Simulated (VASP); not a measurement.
CdS:

```
Cd S
1.0
     4.26117    0.00000    0.00000
    -2.13058    3.69028    0.00000
     0.00000    0.00000    5.80417
Cd S
1 1
Cartesian
  0.0000 0.0000 2.5695
  2.1306 1.2301 2.5208
```

Base run:

- Program: VASP 6.6.1
- Functional: r2SCAN
- Potentials or basis: VASP PAW PBE potentials, release 64 (Cd, S)
- Cutoff: 520 eV
- k mesh: 7 × 7 × 5
- Occupations: fermi-dirac, width 0.05 eV
- Spin: no spin polarisation

Its results: band gap on the k mesh 1.90 eV; pressure -0.7 GPa; largest force 0.013 eV/Å.

**Question.** The run is repeated on the same cell with these changes: functional from r2SCAN to HF; k mesh from 7 × 7 × 5 to 4 × 4 × 3. What comes out?

**Answer.** Band gap on the k mesh 8.43 eV (least direct gap 8.43 eV); pressure 1.3 GPa; largest force 0.011 eV/Å.

Several settings changed at once.

Caveats: some runs use coarse meshes; the PAW data sets were made with another functional, which shifts forces and pressure a little.

A k mesh can miss the band edges.
